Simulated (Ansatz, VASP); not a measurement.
Two plane-wave programs on Sc

```
Sc
1.0
     0.00000    2.27050    2.30456
     2.27050    0.00000    2.30456
     2.27050    2.27050    0.00000
Sc
1
Direct
  0.00000 0.00000 0.00000
```

Change from the starting cell: strain +0.000 along x and y, +0.015 along z, atoms carried along.

Alike in both runs: task single point; functional PBEsol; k mesh 18 × 18 × 18; occupations gaussian, width 0.15 eV; no spin polarisation.

```csv
,VASP,Ansatz
version,VASP 6.6.1,Ansatz 0.2.0
potentials or method,"VASP PAW PBE potentials, release 64 (Sc_sv), cutoff 520 eV","scalar-relativistic, plane waves, PAW"
valence electrons in the cell,11,11
```

```csv
,VASP,Ansatz,Ansatz less VASP
gap on the k mesh at the Fermi level (eV),none,none,-
pressure (GPa),-0.3,-0.3,0.00
"traceless stress, the component that is largest in VASP (GPa)",-0.30,-0.30,0.000
```

VASP's potentials were made for PBE, not for PBEsol. A gap of «none» marks a metal or a gap that the smearing closes.
